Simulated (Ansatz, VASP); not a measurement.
# Cu in VASP and in Ansatz

Contents of INCAR:

```
PREC = Accurate ; ENCUT = 600
EDIFF = 1E-7 ; ISMEAR = -1
SIGMA = 0.05 ; LREAL = F
LASPH = T ; NELM = 60
ALGO = Normal ; ISIF = 3
LWAVE = F ; LCHARG = F
GGA = PS ; IBRION = 2
NSW = 100 ; EDIFFG = -0.002
```

Contents of KPOINTS:

```
Automatic mesh
0
Gamma
  18 18 10
```

File POSCAR:

```
Cu
1.0
    2.5340966698      0.0000000000      0.0000000000
   -1.2670483349      2.1945920917      0.0000000000
    0.0000000000      0.0000000000      4.1125710000
Cu
2
Direct
    0.3333333333      0.6666666667      0.2500000000
    0.6666666667      0.3333333333      0.7500000000
```

Input for Ansatz:

```yaml
crystal:
  lattice:
    - [2.5340966698, 0.0, 0.0]
    - [-1.2670483349, 2.1945920917, 0.0]
    - [0.0, 0.0, 4.112571]
  atoms:
    - { symbol: Cu, position: [0.333333333333, 0.666666666667, 0.25] }
    - { symbol: Cu, position: [0.666666666667, 0.333333333333, 0.75] }
kpoints:
  mp_grid: { grid: [18, 18, 10] }
scf:
  occupations: { method: fermi_dirac, width: 0.05 }
hamiltonian:
  xc: pbesol
  pseudopotentials: { kind: paw }
relax:
  f_tol: 0.002
  max_steps: 80
  cell: {}
output:
  forces: true
  stress: true
```

Alike in both runs: task relaxation of cell and atoms; functional PBEsol; k mesh 18 × 18 × 10; occupations fermi-dirac, width 0.05 eV; no spin polarisation.

|  | VASP | Ansatz |
| --- | --- | --- |
| version | VASP 6.6.1 | Ansatz 0.2.0 |
| potentials or method | VASP PAW PBE potentials, release 64 (Cu) | PAW with Ansatz's default frozen-core files, scalar-relativistic |
| plane-wave cutoff (eV) | 600 | 420 |
| valence electrons in the cell | 22 | 38 |

Ansatz gave:

| Item | Value |
| --- | --- |
| relaxed volume (Å³/atom) | 11.33 |
| relaxed cell length with the largest relative difference (Å) | 2.520 |

Q: What did VASP give for the same quantities?

A: Relaxed volume (Å³/atom): 11.38; relaxed cell length with the largest relative difference (Å): 2.524.

VASP's potentials were made for PBE, not for PBEsol. VASP's potentials hold 22 valence electrons a cell and Ansatz's 38, so a difference there can come from the potentials and not from the codes.
